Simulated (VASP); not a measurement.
NaF:

```
Na F
1.0
     0.00000    2.26018    2.26018
     2.26018    0.00000    2.26018
     2.26018    2.26018    0.00000
Na F
1 1
Direct
  0.00000 0.00000 0.00000
  0.50000 0.50000 0.50000
```

This cell differs from its parent crystal: strain -1.6%.

Base run:

```yaml
Program: VASP 6.6.1
Functional: r2SCAN
Potentials_or_basis: VASP PAW PBE potentials, release 64 (Na_pv, F)
Cutoff: 520 eV
k_mesh: 10 × 10 × 10
Occupations: gaussian, width 0.01 eV
Spin: no spin polarisation
```

Its results: band gap on the k mesh 7.61 eV; pressure 2.3 GPa.

The run is repeated on the same cell with these changes: functional from r2SCAN to HSE06; k mesh from 10 × 10 × 10 to 6 × 6 × 6. What comes out?

Band gap on the k mesh 8.91 eV; pressure 4.8 GPa.

Several settings changed at once.

Caveats: the PAW data sets were made with another functional, which shifts forces and pressure a little; the cell stands under pressure (at least some runs).

A k mesh can miss the band edges.
